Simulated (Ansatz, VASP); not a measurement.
One calculation of KBe2Br, two programs

```
K Be Br
1.0
     2.18446   -6.58683    0.00000
     2.18446    6.58683    0.00000
     0.00000    0.00000    4.57512
K Be Br
1 2 1
Cartesian
  0.0000 0.0000 0.0000
  1.0922 3.2934 0.0000
  1.0922 -3.2934 0.0000
  2.1845 0.0000 2.2876
```

Alike in both runs: functional PBE; k mesh 4 × 4 × 4; occupations gaussian, width 0.1 eV; no spin polarisation.

Ansatz relaxed the structure, and its values are those at the end. VASP's run is a single point on that final structure, the one shown.

|  | VASP | Ansatz |
| --- | --- | --- |
| version | VASP 6.6.1 | Ansatz 0.2.0 |
| potentials or method | VASP PAW PBE potentials, release 64 (K_sv, Be, Br), cutoff 520 eV | scalar-relativistic, plane waves, PAW |
| valence electrons in the cell | 20 | 20 |

Ansatz gave:

| Property | Result |
| --- | --- |
| gap on the k mesh at the Fermi level (eV) | none |
| pressure (GPa) | 0.0 |

Question: Estimate VASP's values.

Answer: gap on the k mesh at the Fermi level (eV): none; pressure (GPa): 0.1.

A gap of «none» marks a metal or a gap that the smearing closes. With one functional, cell and mesh, what is left measures potentials, basis and numerics.

The k mesh is coarse, so the values compare programs but aren't converged.
